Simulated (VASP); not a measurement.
# HfC (Pm-3m) in VASP: settings compared

The runs below take HfC through single point, with PBE+D4, PBEsol, PBE.

Everything below comes from runs of VASP 6.6.1. Logs are shortened: lines on timing, memory, paths and dates and some standing lists are left out, and cuts for length are marked.

### 1 The cell of the first run

Symmetry: Pm-3m, No. 221, cubic system. Conventional cell: a = 2.901 Å, b = 2.901 Å, c = 2.901 Å, α = 90.00°, β = 90.00°, γ = 90.00°. Hf (site symmetry m-3m) has 8 C at 2.51 Å and 6 Hf at 2.90 Å within 3.3 Å. Within 3.3 Å of C (site symmetry m-3m) lie 8 Hf at 2.51 Å and 6 C at 2.90 Å.

### 2 Single point, PBE+D4

INCAR

```
SYSTEM = HfC
PREC = Accurate ; ENCUT = 520
EDIFF = 1E-6 ; ISMEAR = 0
SIGMA = 0.05 ; LREAL = .FALSE.
LASPH = .TRUE. ; NELM = 80
ALGO = Normal ; ISIF = 2
LWAVE = .FALSE. ; LCHARG = .FALSE.
GGA = PE ; IVDW = 13
NBANDS = 14
```

KPOINTS

```
Automatic mesh
0
G
  12 12 12
  0 0 0
```

POSCAR

```
HfC
1.0
    2.9008889300      0.0000000000      0.0000000000
    0.0000000000      2.9008889300      0.0000000000
    0.0000000000      0.0000000000      2.9008889300
Hf C
1 1
Direct
    0.0000000000      0.0000000000      0.0000000000
    0.5000000000      0.5000000000      0.5000000000
```

Potentials or basis: VASP PAW PBE potentials, release 64 (Hf_pv, C).

Run with:

```console
> cat potpaw_PBE.64/Hf_pv/POTCAR potpaw_PBE.64/C/POTCAR > POTCAR
> mpirun -np 1 vasp_std > vasp.out
```

OUTCAR:

```text
SYSTEM = HfC
   PREC = Accurate
   ENCUT = 520
   EDIFF = 1E-6
   ISMEAR = 0
   LREAL = .FALSE.
   LASPH = .TRUE.
   NELM = 80
   ISIF = 2
   GGA = PE
   IVDW = 13

 ion  position               nearest neighbor table
   1  0.000  0.000  0.000-   2 2.51   2 2.51   2 2.51   2 2.51   2 2.51   2 2.51   2 2.51   2 2.51

   2  0.500  0.500  0.500-   1 2.51   1 2.51   1 2.51   1 2.51   1 2.51   1 2.51   1 2.51   1 2.51

  LATTYP: Found a simple cubic cell.
 ALAT       =     2.9008889300

  Lattice vectors:

 A1 = (   2.9008889300,   0.0000000000,   0.0000000000)
 A2 = (   0.0000000000,   2.9008889300,   0.0000000000)
 A3 = (   0.0000000000,   0.0000000000,   2.9008889300)

Analysis of symmetry for initial positions (statically):
=====================================================================
 Subroutine PRICEL returns:
 Original cell was already a primitive cell.

 Routine SETGRP: Setting up the symmetry group for a
 simple cubic supercell.

 Subroutine GETGRP returns: Found 48 space group operations
 (whereof 48 operations were pure point group operations)
 out of a pool of 48 trial point group operations.

The static configuration has the point symmetry O_h .

Analysis of symmetry for dynamics (positions and initial velocities):
=====================================================================
 Subroutine PRICEL returns:
 Original cell was already a primitive cell.

 Routine SETGRP: Setting up the symmetry group for a
 simple cubic supercell.

 Subroutine GETGRP returns: Found 48 space group operations
 (whereof 48 operations were pure point group operations)
 out of a pool of 48 trial point group operations.

The dynamic configuration has the point symmetry O_h .

 Subroutine INISYM returns: Found 48 space group operations
 (whereof 48 operations are pure point group operations),
 and found     1 'primitive' translations

----------------------------------------------------------------------------------------

                                     Primitive cell

  volume of cell :      24.4114

  direct lattice vectors                    reciprocal lattice vectors
     2.900888930  0.000000000  0.000000000     0.344721919  0.000000000  0.000000000
     0.000000000  2.900888930  0.000000000     0.000000000  0.344721919  0.000000000
     0.000000000  0.000000000  2.900888930     0.000000000  0.000000000  0.344721919

  length of vectors
     2.900888930  2.900888930  2.900888930     0.344721919  0.344721919  0.344721919

  position of ions in fractional coordinates (direct lattice)
     0.000000000  0.000000000  0.000000000
     0.500000000  0.500000000  0.500000000

  ion indices of the primitive-cell ions
   primitive index   ion index
                 1           1
                 2           2

----------------------------------------------------------------------------------------

 KPOINTS: Automatic mesh

Automatic generation of k-mesh.
 Grid dimensions read from file:
 generate k-points for:   12   12   12

 Generating k-lattice:

  Cartesian coordinates                     Fractional coordinates (reciprocal lattice)
     0.028726827  0.000000000  0.000000000     0.083333333  0.000000000  0.000000000
     0.000000000  0.028726827  0.000000000     0.000000000  0.083333333  0.000000000
     0.000000000  0.000000000  0.028726827     0.000000000  0.000000000  0.083333333

  Length of vectors
     0.028726827  0.028726827  0.028726827

  Shift w.r.t. Gamma in fractional coordinates (k-lattice)
     0.000000000  0.000000000  0.000000000

 Subroutine IBZKPT returns following result:
 ===========================================

 Found     84 irreducible k-points:

 Following reciprocal coordinates:
            Coordinates               Weight
  0.000000  0.000000  0.000000      1.000000
  0.083333  0.000000  0.000000      6.000000
  0.166667  0.000000  0.000000      6.000000
  0.250000  0.000000  0.000000      6.000000
  0.333333  0.000000  0.000000      6.000000
  0.416667  0.000000  0.000000      6.000000
[... 16 lines left out ...]
  0.333333  0.333333  0.000000     12.000000
  0.416667  0.333333  0.000000     24.000000
 [... further k-points ...]
   k-points           NKPTS =     84   k-points in BZ     NKDIM =     84   number of bands    NBANDS=     14
   number of dos      NEDOS =    301   number of ions     NIONS =      2
   total plane-waves  NPLWV =  13824
   dimension x,y,z NGX =    24 NGY =   24 NGZ =   24
   dimension x,y,z NGXF=    48 NGYF=   48 NGZF=   48
   ions per type =               1   1
   NGX,Y,Z   is equivalent  to a cutoff of  13.75, 13.75, 13.75 a.u.
   NGXF,Y,Z  is equivalent  to a cutoff of  27.51, 27.51, 27.51 a.u.
 SYSTEM =  HfC
   PREC   = accura    normal or accurate (medium, high low for compatibility)
   ISTART =      0    job   : 0-new  1-cont  2-samecut
   ICHARG =      2    charge: 1-file 2-atom 10-const
   ISPIN  =      1    spin polarized calculation?
   LNONCOLLINEAR =      F non collinear calculations
   LSORBIT =      F    spin-orbit coupling
   LASPH  =      T    aspherical Exc in radial PAW
   ENCUT  =  520.0 eV  38.22 Ry    6.18 a.u.   5.39  5.39  5.39*2*pi/ulx,y,z
   NELM   =     80;   NELMIN=  2; NELMDL= -5     # of ELM steps
   EDIFF  = 0.1E-05   stopping-criterion for ELM
   LREAL  =      F    real-space projection
   EDIFFG = 0.1E-04   stopping-criterion for IOM
   NSW    =      0    number of steps for IOM
   IBRION =     -1    ionic relax: 0-MD 1-quasi-New 2-CG
   NFREE  =      0    steps in history (QN), initial steepest desc. (CG)
   ISIF   =      2    stress and relaxation
   ISYM   =      2    0-nonsym 1-usesym 2-fastsym
   POTIM  = 0.5000    time-step for ionic-motion
   TEBEG  =    0.0;   TEEND  =   0.0 temperature during run
   PSTRESS=    0.0 pullay stress
   NELECT =      14.0000    total number of electrons
   NUPDOWN=      -1.0000    fix difference up-down
   EMIN   =  10.00;   EMAX   =-10.00  energy-range for DOS
   EFERMI =   0.00;   METHOD = LEGACY
   ISMEAR =     0;   SIGMA  =   0.05  broadening in eV -4-tet -1-fermi 0-gaus
   EFERMI_NEDOS =   21; number of points for ismear=-14 and -15
   IALGO  =     38    algorithm
   IMIX   =      4    mixing-type and parameters
     AMIX     =   0.40;   BMIX     =  1.00
     AMIX_MAG =   1.60;   BMIX_MAG =  1.00
  volume/ion in A,a.u.               =      12.21        82.37
  Fermi-wavevector in a.u.,A,eV,Ry     =   1.360149  2.570308 25.170841  1.850005
  Thomas-Fermi vector in A             =   2.486836
   LORBIT       =      0    0 simple, 1 ext, 2 COOP (PROOUT), +10 PAW based schemes
   GGA     = PE    functional components
   LHFCALC =     F    Hartree Fock is set to
   AEXX    =    0.0000 exact exchange contribution
   IVDW    =    13    specifies the selected vdW correction
   LEPSILON=     F    determine dielectric tensor
   LRPA    =     F    only Hartree local field effects (RPA)
 non-spin polarized calculation
 Gauss-broadening in eV      SIGMA  =   0.05
  energy-cutoff  :      520.00
  volume of cell :       24.41
 maximum number of plane-waves:       691
 NGX is ok and might be reduce to    24
   NGX = 11   NGY = 11   NGZ = 11

 number of electron      14.0000002 magnetization

 Free energy of the ion-electron system (eV)
  ---------------------------------------------------
  ext. energy  EPLUGINS =         0.00000000
  ---------------------------------------------------
  free energy    TOTEN  =       -18.33939957 eV

  energy without entropy =      -18.33520117  energy(sigma->0) =      -18.33730037

 E-fermi :   6.5826     XC(G=0): -12.5367

 val. band max:        6.5778478400   @ k =   0.5000   0.1667   0.1667
 cond. band min:       6.5831254999   @ k =   0.3333   0.2500   0.0000
 fundamental gap:      0.0052776599
 Fermi energy:         6.5826154005

 k-point     1 :       0.0000    0.0000    0.0000
  band No.  band energies     occupation
      1     -23.4228      2.00000
      2     -23.4228      2.00000
      3     -23.4228      2.00000
      4      -6.1582      2.00000
      5       4.6798      2.00000
      6       4.6798      2.00000
      7       7.6832      0.00000
      8       7.6832      0.00000
      9       7.6832      0.00000
     10      12.6938      0.00000
     11      12.6938      0.00000
     12      12.6938      0.00000
     13      13.0722      0.00000
     14      19.8011      0.00000

 k-point     2 :       0.0833    0.0000    0.0000
  band No.  band energies     occupation
      1     -23.4978      2.00000
      2     -23.4161      2.00000
      3     -23.4161      2.00000
      4      -6.0091      2.00000
      5       4.5755      2.00000
      6       4.7454      2.00000
      7       7.5005      0.00000
      8       7.5005      0.00000
      9       7.6105      0.00000
     10      12.7289      0.00000
     11      12.8436      0.00000
     12      12.8436      0.00000
     13      13.4514      0.00000
     14      19.8011      0.00000

 k-point     3 :       0.1667    0.0000    0.0000
  band No.  band energies     occupation
      1     -23.6980      2.00000
      2     -23.3978      2.00000
      3     -23.3978      2.00000
      4      -5.5830      2.00000
      5       3.9795      2.00000
      6       4.9319      2.00000
      7       7.0441      0.00000
      8       7.0441      0.00000
      9       7.9569      0.00000
     10      12.8266      0.00000
     11      13.2339      0.00000
     12      13.2339      0.00000
     13      14.2839      0.00000
     14      19.8012      0.00000
[... 324 lines left out ...]
 k-point    23 :       0.3333    0.3333    0.0000
  band No.  band energies     occupation
      1     -24.1124      2.00000
      2     -24.0768      2.00000
      3     -23.2785      2.00000
      4      -3.4607      2.00000
      5       2.2928      2.00000
      6       4.1489      2.00000
      7       6.8865      0.00000
      8       7.0048      0.00000
      9      10.3114      0.00000
     10      12.0158      0.00000
     11      12.3381      0.00000
     12      12.8706      0.00000
     13      16.2663      0.00000
     14      19.8028      0.00000

 k-point    24 :       0.4167    0.3333    0.0000
  band No.  band energies     occupation
      1     -24.2651      2.00000
      2     -24.0645      2.00000
      3     -23.2616      2.00000
      4      -3.3390      2.00000
      5       2.3515      2.00000
      6       4.1677      2.00000
      7       6.7494      0.00000
      8       7.0837      0.00000
      9      10.2355      0.00000
     10      11.9858      0.00000
     11      12.0294      0.00000
     12      13.2477      0.00000
     13      16.7016      0.00000
     14      19.8036      0.00000

 [... further k-points ...]

------------------------ aborting loop because EDIFF is reached ----------------------------------------

  DFT-D4 for vdW energy calculation

  Edisp (eV):   -0.49265

  FORCE on cell =-STRESS in cart. coord.  units (eV):
  Direction    XX          YY          ZZ          XY          YZ          ZX
  --------------------------------------------------------------------------------------
  -------------------------------------------------------------------------------------
  Total      -0.72451    -0.72451    -0.72451     0.00000    -0.00000    -0.00000
  in kB     -47.55109   -47.55109   -47.55109     0.00000    -0.00000    -0.00000
  external pressure =      -47.55 kB  Pullay stress =        0.00 kB

 VOLUME and BASIS-vectors are now :
 -----------------------------------------------------------------------------
  energy-cutoff  :      520.00
  volume of cell :       24.41
      direct lattice vectors                 reciprocal lattice vectors
     2.900888930  0.000000000  0.000000000     0.344721919  0.000000000  0.000000000
     0.000000000  2.900888930  0.000000000     0.000000000  0.344721919  0.000000000
     0.000000000  0.000000000  2.900888930     0.000000000  0.000000000  0.344721919

 POSITION                                       TOTAL-FORCE (eV/Angst)
 -----------------------------------------------------------------------------------
      0.00000      0.00000      0.00000         0.000000      0.000000      0.000000
      1.45044      1.45044      1.45044         0.000000      0.000000      0.000000
 -----------------------------------------------------------------------------------
    total drift:                                0.000000      0.000000     -0.000000

  FREE ENERGIE OF THE ION-ELECTRON SYSTEM (eV)
  ---------------------------------------------------
  free  energy   TOTEN  =       -18.8320545188 eV

  energy  without entropy=      -18.8278561157  energy(sigma->0) =      -18.82995532
```

It took 15 s on 1 thread of AMD EPYC 9R45 (Zen 5), shared host; peak memory 0.13 GiB.

What came out:

| Quantity | Value |
| --- | --- |
| Free energy | -18.8321 eV |
| Pressure | -4.8 GPa |
| Band gap on the k mesh | zero (band 7 reaches 7.68 eV, above the bottom of band 8 at 5.76 eV) |
| Dispersion energy per atom | -0.246 eV |

Levels at points of the mesh, in eV from the Fermi level:
| k point | band 3 | band 4 | band 5 | band 6 | band 7 | band 8 | band 9 | band 10 | band 11 | band 12 |
| --- | --- | --- | --- | --- | --- | --- | --- | --- | --- | --- |
| (0.00, 0.00, 0.00) | -30.01 | -12.74 | -1.90 | -1.90 | 1.10 | 1.10 | 1.10 | 6.11 | 6.11 | 6.11 |
| (0.50, 0.00, 0.00) | -29.90 | -9.45 | -6.72 | -1.03 | -1.03 | -0.73 | 6.67 | 6.81 | 8.34 | 8.34 |
| (0.50, 0.50, 0.00) | -29.82 | -10.05 | -2.60 | -2.60 | -1.17 | 1.98 | 3.12 | 3.12 | 4.75 | 8.73 |
| (0.50, 0.50, 0.50) | -30.71 | -7.27 | -5.47 | -5.47 | -5.47 | 8.76 | 8.76 | 8.76 | 9.01 | 9.01 |

Caveat: spin-orbit coupling is left out, which moves the levels of the heavy elements; pairwise dispersion overbinds metals, which lowers pressure and volume.

(Continued in part 2 of 2.)
